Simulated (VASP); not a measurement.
**CuO: single point with PBE+U**

CuO:

```
Cu O
1.0
     3.71712    0.00000    5.36378
     0.00000    4.01861    0.00000
    -4.91485    0.00000    5.02225
Cu O
8 8
Direct
  0.12507 0.25230 0.87694
  0.62507 0.25230 0.37694
  0.37493 0.74770 0.62306
  0.87493 0.74770 0.12306
  0.37493 0.75230 0.12306
  0.87493 0.75230 0.62306
  0.12507 0.24770 0.37694
  0.62507 0.24770 0.87694
  0.12431 0.47442 0.12723
  0.62431 0.47441 0.62723
  0.37569 0.97442 0.87277
  0.87569 0.97441 0.37277
  0.37569 0.52559 0.37277
  0.87569 0.52558 0.87277
  0.12431 0.02559 0.62723
  0.62431 0.02558 0.12723
```

```json
{
  "Program": "VASP 6.6.1",
  "Task": "single point",
  "Functional": "PBE",
  "Potentials or basis": "VASP PAW PBE potentials, release 64 (Cu, O)",
  "Cutoff": "520 eV",
  "k mesh": "3 × 6 × 3",
  "Occupations": "gaussian, width 0.02 eV",
  "Spin": "collinear spin",
  "Starting moments": "[1.0, -1.0, -1.0, 1.0, 1.0, -1.0, -1.0, 1.0, 0.0, 0.0, 0.0, 0.0, 0.0, 0.0, 0.0, 0.0] μB",
  "Hubbard terms": "Cu d U = 8.0 eV"
}
```

```json
{"Pressure": "-5.6 GPa", "Largest force": "0.076 eV/Å", "Band gap on the k mesh": "2.02 eV", "Net moment": "0.00 μB per cell", "Site moments": "Cu +0.70, -0.70 (each value once); O +0.11, -0.11 (each value once) μB", "Valence electrons inside the program's atomic spheres": "Cu 9.90; O 4.98"}
```

Forces on the atoms (eV/Å):
```
Cu   0.036 -0.033 -0.023
Cu   0.036 -0.033 -0.023
Cu  -0.036  0.033  0.023
Cu  -0.036  0.033  0.023
Cu  -0.036 -0.033  0.023
Cu  -0.036 -0.033  0.023
Cu   0.036  0.033 -0.023
Cu   0.036  0.033 -0.023
O    0.046  0.034 -0.050
O    0.046  0.034 -0.050
O   -0.046  0.034  0.050
O   -0.046  0.034  0.050
O   -0.046 -0.034  0.050
O   -0.046 -0.034  0.050
O    0.046 -0.034 -0.050
O    0.046 -0.034 -0.050
```

Stress tensor (GPa, compression positive):
```
-5.41  0.00  0.68
 0.00 -5.18  0.00
 0.68  0.00 -6.23
```

Levels at points of the mesh, in eV from the valence-band top:
Spin up:
| k point | band 66 | band 67 | band 68 | band 69 | band 70 | band 71 |
| --- | --- | --- | --- | --- | --- | --- |
| (0.00, 0.00, 0.00) | -0.60 | -0.51 | -0.50 | 2.02 | 2.05 | 2.63 |
| (0.00, 0.50, 0.00) | -0.90 | -0.04 | -0.04 | 2.52 | 2.52 | 3.01 |
Spin down:
| k point | band 64 | band 65 | band 66 | band 67 | band 68 | band 69 | band 70 | band 71 | band 72 | band 73 |
| --- | --- | --- | --- | --- | --- | --- | --- | --- | --- | --- |
| (0.00, 0.00, 0.00) | -1.54 | -0.81 | -0.60 | -0.51 | -0.50 | 2.02 | 2.05 | 2.63 | 2.69 | 3.04 |
| (0.00, 0.50, 0.00) | -1.11 | -0.90 | -0.90 | -0.04 | -0.04 | 2.52 | 2.52 | 3.01 | 3.01 | 5.18 |

Eigenvalues of the final occupation matrices:
| site | spin | trace | eigenvalues |
| --- | --- | --- | --- |
| site 1 d | 1 | 4.94 | 0.97 0.98 0.98 0.98 1.03 |
| site 1 d | 2 | 4.23 | 0.34 0.96 0.98 0.98 0.98 |
| site 2 d | 1 | 4.23 | 0.34 0.96 0.98 0.98 0.98 |
| site 2 d | 2 | 4.94 | 0.97 0.98 0.98 0.98 1.03 |
| site 3 d | 1 | 4.23 | 0.34 0.96 0.98 0.98 0.98 |
| site 3 d | 2 | 4.94 | 0.97 0.98 0.98 0.98 1.03 |
| site 4 d | 1 | 4.94 | 0.97 0.98 0.98 0.98 1.03 |
| site 4 d | 2 | 4.23 | 0.34 0.96 0.98 0.98 0.98 |
| site 5 d | 1 | 4.94 | 0.97 0.98 0.98 0.98 1.03 |
| site 5 d | 2 | 4.23 | 0.34 0.96 0.98 0.98 0.98 |
| site 6 d | 1 | 4.23 | 0.34 0.96 0.98 0.98 0.98 |
| site 6 d | 2 | 4.94 | 0.97 0.98 0.98 0.98 1.03 |

It took 39 min on 1 thread of Oxide Virtual Turin-like Processor (shared host), peak memory 0.54 GiB.

Caveat: the cell stands under tension; an odd mesh through Γ misses points on the zone boundary, where band edges can lie.
